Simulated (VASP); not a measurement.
## Tl: relaxation of cell and atoms with PBEsol

Tl:

```xyz
2
Lattice="2.9267 0.0000 0.0000 -1.4633 2.5346 0.0000 0.0000 0.0000 4.7413" Properties=species:S:1:pos:R:3 pbc="T T T"
Tl    0.0000    1.6897    1.1853
Tl    1.4633    0.8449    3.5559
```

```json
{
 "Program": "VASP 6.6.1",
 "Task": "relaxation of cell and atoms",
 "Functional": "PBEsol",
 "Potentials or basis": "VASP PAW PBE potentials, release 64 (Tl_d)",
 "Cutoff": "600 eV",
 "k mesh": "15 × 15 × 8",
 "Occupations": "fermi-dirac, width 0.08 eV",
 "Spin": "no spin polarisation",
 "Target pressure": "67 GPa",
 "Dipole correction": "no",
 "Further INCAR settings": "ALGO = Normal; EDIFF = 1e-06; IBRION = 2; EDIFFG = -0.005; NSW = 60; ISIF = 3"
}
```

```json
{
  "Relaxed volume": "17.57 Å³/atom",
  "Relaxed cell": "a = 2.912 Å, b = 2.912 Å, c = 4.785 Å, α = 90.00°, β = 90.00°, γ = 120.00°",
  "Space group after relaxing (to 0.1 Å)": "P6_3/mmc (No. 194)",
  "Energy change on relaxing (the run minimises the enthalpy)": "+4.4 meV/atom",
  "Ionic steps": "9",
  "Pressure after relaxing": "67.0 GPa",
  "Band gap on the k mesh": "zero (bands 13 and 14 overlap by 8.73 eV)"
}
```

The path:
```
step  energy change (eV)  largest force (eV/Å)  pressure (GPa)  volume (Å³)
   1              0.0000                0.0000           66.80        35.17
   2              0.0460                0.0000           67.83        35.06
   3              0.0478                0.0000           67.85        35.05
   4             -0.0860                0.0000           64.88        35.38
   5              0.0085                0.0000           67.04        35.14
   6              0.0074                0.0000           66.96        35.15
   7              0.0133                0.0000           67.06        35.13
   8              0.0102                0.0000           67.06        35.14
   9              0.0088                0.0000           67.00        35.14
```

Final structure:
```
Tl
1.0
     2.91220    0.00000    0.00000
    -1.45610    2.52204    0.00000
     0.00000    0.00000    4.78498
Tl
2
Direct
  0.33333 0.66667 0.25000
  0.66667 0.33333 0.75000
```

Levels at points of the mesh, in eV from the Fermi level:
```
           k point  band 9  band 10  band 11  band 12  band 13  band 14  band 15  band 16  band 17
(0.00, 0.00, 0.00)  -12.69   -11.77   -11.77    -5.99    -5.26    10.38    11.77    11.77    11.79
(0.00, 0.00, 0.50)  -12.08   -12.08   -12.08   -12.08     4.40     4.40    10.57    10.57    12.69
```

Run time: 3.4 min on 1 thread of Intel(R) Xeon(R) Platinum 8259CL CPU @ 2.50GHz (Skylake/Cascade Lake), with other jobs on the host, peak memory 0.23 GiB.

Caveat: the cell is relaxed towards a set pressure, so the run minimises the enthalpy, not the energy; the PAW data sets were made with another functional, which shifts forces and pressure a little; spin-orbit coupling is left out, which moves the levels of the heavy elements.
